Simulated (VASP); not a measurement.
Runs of VASP 6.6.1 on Be. The structure is that of space group P6_3/mmc (No. 194), or close to it. The cells are those of the table. 

```csv
cell,gap on the mesh (eV),pressure (GPa)
"a = 2.115, b = 2.115, c = 3.341 Å, angles 90.0, 90.0, 120.0°, 2 atoms",none,(a)
"a = 2.171, b = 2.171, c = 3.517 Å, angles 90.0, 90.0, 120.0°, 2 atoms",none,7.6
"a = 2.171, b = 2.171, c = 3.341 Å, angles 90.0, 90.0, 120.0°, 2 atoms",none,17.0
"a = 2.171, b = 2.171, c = 3.604 Å, angles 90.0, 90.0, 120.0°, 2 atoms",none,(b)
"a = 2.115, b = 2.115, c = 3.429 Å, angles 90.0, 90.0, 120.0°, 2 atoms",none,21.2
"a = 2.171, b = 2.171, c = 3.692 Å, angles 90.0, 90.0, 120.0°, 2 atoms",none,0.8
"a = 2.115, b = 2.115, c = 3.692 Å, angles 90.0, 90.0, 120.0°, 2 atoms",none,9.3
"a = 2.115, b = 2.115, c = 3.604 Å, angles 90.0, 90.0, 120.0°, 2 atoms",none,(c)
"a = 2.171, b = 2.171, c = 3.429 Å, angles 90.0, 90.0, 120.0°, 2 atoms",none,11.9
"a = 2.115, b = 2.115, c = 3.517 Å, angles 90.0, 90.0, 120.0°, 2 atoms",none,16.4
"a = 2.226, b = 2.226, c = 3.341 Å, angles 90.0, 90.0, 120.0°, 2 atoms",none,8.9
```

Alike in all rows: task single point; level LDA; potentials or basis VASP PAW LDA potentials, release 64 (Be); no spin polarisation; k mesh 30 × 30 × 18; cutoff (eV) 520; smearing gaussian 0.15 eV.

Task: Estimate the missing entries.

Result: (a) 26.9; (b) 3.9; (c) 12.2.

A gap of «none» marks levels without a gap at the run's occupations.
